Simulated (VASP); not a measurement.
Runs of VASP 6.6.1 on Bi. The structure is that of space group Fd-3m (No. 227), or close to it. The cells are those of the table. This isn't the form of Bi at room conditions, which is rhombohedral.

| cell | gap on the mesh (eV) | pressure (GPa) |
| --- | --- | --- |
| a = 4.112 Å, angles 60.0°, 2 atoms | none | 78.1 |
| a = 3.846 Å, angles 60.0°, 2 atoms | none | 163.1 |
| a = 4.934 Å, angles 60.0°, 2 atoms | none | (a) |
| a = 4.560 Å, angles 60.0°, 2 atoms | none | (b) |
| a = 4.754 Å, angles 60.0°, 2 atoms | none | 8.2 |
| a = 4.348 Å, angles 60.0°, 2 atoms | none | 39.0 |

Alike in all rows: task single point; level LDA; potentials or basis VASP PAW LDA potentials, release 64 (Bi_d); no spin polarisation; k mesh 11 × 11 × 11; cutoff (eV) 520; smearing fermi-dirac 0.08 eV.

Q: Fill in the values left out.

A: (a) 2.1; (b) 19.0.

Caveats: spin-orbit coupling is left out, which moves the levels of the heavy elements; the cell stands under pressure (at least some runs).

A k mesh can miss the band edges, and the runs leave out spin-orbit coupling on Bi.

A gap of «none» marks levels without a gap at the run's occupations.
